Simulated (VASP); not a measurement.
# Ta (Im-3m) in VASP: notebook

Runs on Ta. Level: PBE. Tasks: single point, relaxation of cell and atoms.

Everything below comes from runs of VASP 6.6.1. Logs are shortened: lines on timing, memory, paths and dates and some standing lists are left out, and cuts for length are marked.

## 1. The cell of the first run

Symmetry: Im-3m, No. 229, cubic system. The conventional cell has a = 3.319 Å, b = 3.319 Å, c = 3.319 Å, α = 90.00°, β = 90.00°, γ = 90.00°. Ta (site symmetry m-3m) has 14 Ta at 2.87 to 3.32 Å within 3.8 Å.

## 2. Single point, PBE

Input file INCAR:

```
SYSTEM = Ta
PREC = Accurate
ENCUT = 520
EDIFF = 1E-6
ISMEAR = 0
SIGMA = 0.1
LREAL = .FALSE.
LASPH = .TRUE.
NELM = 60
ALGO = Fast
ISIF = 2
LWAVE = .FALSE.
LCHARG = .TRUE.
GGA = PE
LELF = .TRUE.
LVHAR = .TRUE.
NBANDS = 12
```

Input file KPOINTS:

```
Automatic mesh
0
G
  24 24 24
  0 0 0
```

Input file POSCAR:

```
Ta
1.0
   -1.6594271101      1.6594271101      1.6594271101
    1.6594271101     -1.6594271101      1.6594271101
    1.6594271101      1.6594271101     -1.6594271101
Ta
1
Direct
    0.0000000000      0.0000000000      0.0000000000
```

Potentials or basis: VASP PAW PBE potentials, release 64 (Ta_pv).

The run is started by

```
$ cat potpaw_PBE.64/Ta_pv/POTCAR > POTCAR
$ mpirun -np 1 vasp_std > vasp.out
```

OUTCAR:

```text
SYSTEM = Ta
   PREC = Accurate
   ENCUT = 520
   EDIFF = 1E-6
   ISMEAR = 0
   LREAL = .FALSE.
   LASPH = .TRUE.
   NELM = 60
   ISIF = 2
   GGA = PE

 ion  position               nearest neighbor table
   1  0.000  0.000  0.000-

  LATTYP: Found a body centered cubic cell.
 ALAT       =     3.3188542202

  Lattice vectors:

 A1 = (  -1.6594271101,   1.6594271101,   1.6594271101)
 A2 = (   1.6594271101,  -1.6594271101,   1.6594271101)
 A3 = (   1.6594271101,   1.6594271101,  -1.6594271101)

Analysis of symmetry for initial positions (statically):
=====================================================================
 Subroutine PRICEL returns:
 Original cell was already a primitive cell.

 Routine SETGRP: Setting up the symmetry group for a
 body centered cubic supercell.

 Subroutine GETGRP returns: Found 48 space group operations
 (whereof 48 operations were pure point group operations)
 out of a pool of 48 trial point group operations.

The static configuration has the point symmetry O_h .

Analysis of symmetry for dynamics (positions and initial velocities):
=====================================================================
 Subroutine PRICEL returns:
 Original cell was already a primitive cell.

 Routine SETGRP: Setting up the symmetry group for a
 body centered cubic supercell.

 Subroutine GETGRP returns: Found 48 space group operations
 (whereof 48 operations were pure point group operations)
 out of a pool of 48 trial point group operations.

The dynamic configuration has the point symmetry O_h .

 Subroutine INISYM returns: Found 48 space group operations
 (whereof 48 operations are pure point group operations),
 and found     1 'primitive' translations

----------------------------------------------------------------------------------------

                                     Primitive cell

  volume of cell :      18.2782

  direct lattice vectors                    reciprocal lattice vectors
    -1.659427110  1.659427110  1.659427110     0.000000000  0.301308805  0.301308805
     1.659427110 -1.659427110  1.659427110     0.301308805  0.000000000  0.301308805
     1.659427110  1.659427110 -1.659427110     0.301308805  0.301308805  0.000000000

  length of vectors
     2.874212066  2.874212066  2.874212066     0.426114999  0.426114999  0.426114999

  position of ions in fractional coordinates (direct lattice)
     0.000000000  0.000000000  0.000000000

  ion indices of the primitive-cell ions
   primitive index   ion index
                 1           1

----------------------------------------------------------------------------------------

 KPOINTS: Automatic mesh

Automatic generation of k-mesh.
 Grid dimensions read from file:
 generate k-points for:   24   24   24

 Generating k-lattice:

  Cartesian coordinates                     Fractional coordinates (reciprocal lattice)
     0.000000000  0.012554534  0.012554534     0.041666667  0.000000000  0.000000000
     0.012554534  0.000000000  0.012554534     0.000000000  0.041666667  0.000000000
     0.012554534  0.012554534  0.000000000     0.000000000  0.000000000  0.041666667

  Length of vectors
     0.017754792  0.017754792  0.017754792

  Shift w.r.t. Gamma in fractional coordinates (k-lattice)
     0.000000000  0.000000000  0.000000000

 Subroutine IBZKPT returns following result:
 ===========================================

 Found    413 irreducible k-points:

 Following reciprocal coordinates:
            Coordinates               Weight
  0.000000  0.000000  0.000000      1.000000
  0.041667  0.000000  0.000000     12.000000
  0.083333  0.000000  0.000000     12.000000
  0.125000  0.000000  0.000000     12.000000
  0.166667  0.000000  0.000000     12.000000
  0.208333  0.000000  0.000000     12.000000
[... 16 lines left out ...]
  0.416667  0.041667  0.000000     48.000000
  0.458333  0.041667  0.000000     48.000000
 [... further k-points ...]
   k-points           NKPTS =    413   k-points in BZ     NKDIM =    413   number of bands    NBANDS=     12
   number of dos      NEDOS =    301   number of ions     NIONS =      1
   total plane-waves  NPLWV =  13824
   dimension x,y,z NGX =    24 NGY =   24 NGZ =   24
   dimension x,y,z NGXF=    48 NGYF=   48 NGZF=   48
   ions per type =               1
   NGX,Y,Z   is equivalent  to a cutoff of  13.88, 13.88, 13.88 a.u.
   NGXF,Y,Z  is equivalent  to a cutoff of  27.76, 27.76, 27.76 a.u.
 SYSTEM =  Ta
   PREC   = accura    normal or accurate (medium, high low for compatibility)
   ISTART =      0    job   : 0-new  1-cont  2-samecut
   ICHARG =      2    charge: 1-file 2-atom 10-const
   ISPIN  =      1    spin polarized calculation?
   LNONCOLLINEAR =      F non collinear calculations
   LSORBIT =      F    spin-orbit coupling
   LASPH  =      T    aspherical Exc in radial PAW
   ENCUT  =  520.0 eV  38.22 Ry    6.18 a.u.   5.34  5.34  5.34*2*pi/ulx,y,z
   NELM   =     60;   NELMIN=  2; NELMDL= -5     # of ELM steps
   EDIFF  = 0.1E-05   stopping-criterion for ELM
   LREAL  =      F    real-space projection
   EDIFFG = 0.1E-04   stopping-criterion for IOM
   NSW    =      0    number of steps for IOM
   IBRION =     -1    ionic relax: 0-MD 1-quasi-New 2-CG
   NFREE  =      0    steps in history (QN), initial steepest desc. (CG)
   ISIF   =      2    stress and relaxation
   ISYM   =      2    0-nonsym 1-usesym 2-fastsym
   POTIM  = 0.5000    time-step for ionic-motion
   TEBEG  =    0.0;   TEEND  =   0.0 temperature during run
   PSTRESS=    0.0 pullay stress
   NELECT =      11.0000    total number of electrons
   NUPDOWN=      -1.0000    fix difference up-down
   EMIN   =  10.00;   EMAX   =-10.00  energy-range for DOS
   EFERMI =   0.00;   METHOD = LEGACY
   ISMEAR =     0;   SIGMA  =   0.10  broadening in eV -4-tet -1-fermi 0-gaus
   EFERMI_NEDOS =   21; number of points for ismear=-14 and -15
   IALGO  =     68    algorithm
   IMIX   =      4    mixing-type and parameters
     AMIX     =   0.40;   BMIX     =  1.00
     AMIX_MAG =   1.60;   BMIX_MAG =  1.00
  volume/ion in A,a.u.               =      18.28       123.35
  Fermi-wavevector in a.u.,A,eV,Ry     =   1.382168  2.611919 25.992418  1.910389
  Thomas-Fermi vector in A             =   2.506885
   LORBIT       =      0    0 simple, 1 ext, 2 COOP (PROOUT), +10 PAW based schemes
   GGA     = PE    functional components
   LHFCALC =     F    Hartree Fock is set to
   AEXX    =    0.0000 exact exchange contribution
   IVDW    =     0    specifies the selected vdW correction
   LEPSILON=     F    determine dielectric tensor
   LRPA    =     F    only Hartree local field effects (RPA)
 non-spin polarized calculation
 RMM-DIIS sequential band-by-band and
 Gauss-broadening in eV      SIGMA  =   0.10
  energy-cutoff  :      520.00
  volume of cell :       18.28
 maximum number of plane-waves:       531
 NGX is ok and might be reduce to    24
   NGX = 11   NGY = 11   NGZ = 11

 number of electron      11.0000001 magnetization

 Free energy of the ion-electron system (eV)
  ---------------------------------------------------
  ext. energy  EPLUGINS =         0.00000000
  ---------------------------------------------------
  free energy    TOTEN  =       -11.81566834 eV

  energy without entropy =      -11.80897254  energy(sigma->0) =      -11.81232044

 E-fermi :   5.3600     XC(G=0): -12.5431

 val. band max:        5.3545648989   @ k =   0.3333   0.0000   0.0000
 cond. band min:       5.3601134167   @ k =  -0.4583   0.4583   0.1250
 fundamental gap:      0.0055485179
 Fermi energy:         5.3599851482

 k-point     1 :       0.0000    0.0000    0.0000
  band No.  band energies     occupation
      1     -27.7632      2.00000
      2     -27.7632      2.00000
      3     -27.7632      2.00000
      4      -2.4917      2.00000
      5       6.1017      0.00000
      6       6.1017      0.00000
      7       6.1017      0.00000
      8       9.3229      0.00000
      9       9.3229      0.00000
     10      20.3094      0.00000
     11      20.3094      0.00000
     12      20.3094      0.00000

 k-point     2 :       0.0417    0.0000    0.0000
  band No.  band energies     occupation
      1     -27.7839      2.00000
      2     -27.7696      2.00000
      3     -27.7633      2.00000
      4      -2.4149      2.00000
      5       6.0514      0.00000
      6       6.0885      0.00000
      7       6.1765      0.00000
      8       9.2380      0.00000
      9       9.3229      0.00000
     10      20.3797      0.00000
     11      20.4443      0.00000
     12      20.5141      0.00000

 k-point     3 :       0.0833    0.0000    0.0000
  band No.  band energies     occupation
      1     -27.8443      2.00000
      2     -27.7883      2.00000
      3     -27.7636      2.00000
      4      -2.1890      2.00000
      5       5.9076      0.00000
      6       6.0382      0.00000
      7       6.3994      0.00000
      8       9.0286      0.00000
      9       9.3251      0.00000
     10      20.5723      0.00000
     11      20.8409      0.00000
     12      21.0734      0.00000
[... 286 lines left out ...]
 k-point    23 :       0.4167    0.0417    0.0000
  band No.  band energies     occupation
      1     -28.8362      2.00000
      2     -28.1175      2.00000
      3     -27.7775      2.00000
      4       1.0997      2.00000
      5       3.9464      2.00000
      6       6.3843      0.00000
      7       9.2220      0.00000
      8      10.1671      0.00000
      9      12.5738      0.00000
     10      17.2118      0.00000
     11      17.6640      0.00000
     12      20.0212      0.00000

 k-point    24 :       0.4583    0.0417    0.0000
  band No.  band energies     occupation
      1     -28.8704      2.00000
      2     -28.1298      2.00000
      3     -27.7778      2.00000
      4       1.1122      2.00000
      5       3.8878      2.00000
      6       6.7321      0.00000
      7       9.1740      0.00000
      8      10.2503      0.00000
      9      13.0258      0.00000
     10      16.8171      0.00000
     11      17.4015      0.00000
     12      21.9780      0.00000

 [... further k-points ...]

------------------------ aborting loop because EDIFF is reached ----------------------------------------

  FORCE on cell =-STRESS in cart. coord.  units (eV):
  Direction    XX          YY          ZZ          XY          YZ          ZX
  --------------------------------------------------------------------------------------
  -------------------------------------------------------------------------------------
  Total        0.0132622      0.0132622      0.0132622      0.0000000      0.0000000      0.0000000
  in kB        1.1624923      1.1624923      1.1624923      0.0000000      0.0000000      0.0000000
  external PRESSURE =       1.1624923 kB  Pullay stress =       0.0000000 kB

 VOLUME and BASIS-vectors are now :
 -----------------------------------------------------------------------------
  energy-cutoff  :      520.00
  volume of cell :       18.28
      direct lattice vectors                 reciprocal lattice vectors
    -1.659427110  1.659427110  1.659427110     0.000000000  0.301308805  0.301308805
     1.659427110 -1.659427110  1.659427110     0.301308805  0.000000000  0.301308805
     1.659427110  1.659427110 -1.659427110     0.301308805  0.301308805  0.000000000

 POSITION                                       TOTAL-FORCE (eV/Angst)
 -----------------------------------------------------------------------------------
      0.00000      0.00000      0.00000         0.000000      0.000000      0.000000
 -----------------------------------------------------------------------------------
    total drift:                               -0.000000      0.000000      0.000000

  FREE ENERGIE OF THE ION-ELECTRON SYSTEM (eV)
  ---------------------------------------------------
  free  energy   TOTEN  =       -11.8156683422 eV

  energy  without entropy=      -11.8089725432  energy(sigma->0) =      -11.81232044
```

It took 35 s on 1 thread of Intel Xeon 6975P-C, shared host; peak memory 0.21 GiB.

What came out:

- Free energy: -11.8157 eV
- Pressure: 0.1 GPa

Levels at points of the mesh, in eV from the Fermi level:
```csv
k point,band 2,band 3,band 4,band 5,band 6,band 7,band 8,band 9,band 10,band 11
"(0.00, 0.00, 0.00)",-33.12,-33.12,-7.85,0.74,0.74,0.74,3.96,3.96,14.95,14.95
"(0.50, 0.00, 0.00)",-33.49,-33.13,-4.30,-1.49,1.53,3.84,4.84,7.66,11.50,11.88
"(0.50, 0.50, 0.50)",-33.90,-33.90,-3.71,-3.71,6.72,6.72,6.72,8.53,8.53,8.53
```

Caveat: spin-orbit coupling is left out, which moves the levels of the heavy elements.

## 3. Relaxation of cell and atoms, PBE

Input file INCAR:

```
PREC     = Accurate       # precision mode
ENCUT    = 600            # plane-wave cutoff, eV
EDIFF    = 1E-6           # SCF threshold, eV
ISMEAR   = 0              # smearing method
SIGMA    = 0.1            # smearing width, eV
LREAL    = False          # projectors in reciprocal space
LASPH    = True           # aspherical terms in the spheres
NELM     = 80             # most SCF steps
ALGO     = Fast           # electronic algorithm
ISIF     = 3              # what is computed and relaxed
LWAVE    = False          # write WAVECAR
LCHARG   = False          # write CHGCAR
GGA      = PE             # functional
IBRION   = 2              # ionic algorithm
NSW      = 100            # ionic steps
EDIFFG   = -0.01          # ionic threshold
```

Input file KPOINTS:

```
Automatic mesh
0
Gamma
  24 24 24
```

POSCAR is that of step 2.

Potentials or basis: VASP PAW PBE potentials, release 64 (Ta_pv).

The run is started by

```
$ cat potpaw_PBE.64/Ta_pv/POTCAR > POTCAR
$ mpirun -np 1 vasp_std > vasp.out
```

Wall time 55 s (1 thread of Intel Xeon 6975P-C, shared host); peak memory 0.22 GiB.

It converged, with:

| Item | Value |
| --- | --- |
| Free energy | -11.8159 eV |
| Relaxed volume | 18.29 Å³/atom |
| Relaxed cell | a = 2.875 Å, b = 2.875 Å, c = 2.875 Å, α = 109.47°, β = 109.47°, γ = 109.47° |
| Space group after relaxing (to 0.05 Å) | Im-3m (No. 229) |
| Energy gained by relaxing | 0.0 meV/atom |
| Ionic steps | 3 |
| Pressure after relaxing | 0.0 GPa |

Final structure:
```
Ta
1.0
    -1.65983    1.65983    1.65983
     1.65983   -1.65983    1.65983
     1.65983    1.65983   -1.65983
Ta
1
Direct
  0.00000 0.00000 0.00000
```

Levels at points of the mesh, in eV from the Fermi level:
| k point | band 4 | band 5 | band 6 | band 7 | band 8 | band 9 |
| --- | --- | --- | --- | --- | --- | --- |
| (0.00, 0.00, 0.00) | -7.85 | 0.74 | 0.74 | 0.74 | 3.96 | 3.96 |
| (0.50, 0.00, 0.00) | -4.30 | -1.49 | 1.53 | 3.83 | 4.84 | 7.65 |
| (0.50, 0.50, 0.50) | -3.70 | -3.70 | 6.72 | 6.72 | 6.72 | 8.52 |

Caveat: spin-orbit coupling is left out, which moves the levels of the heavy elements.
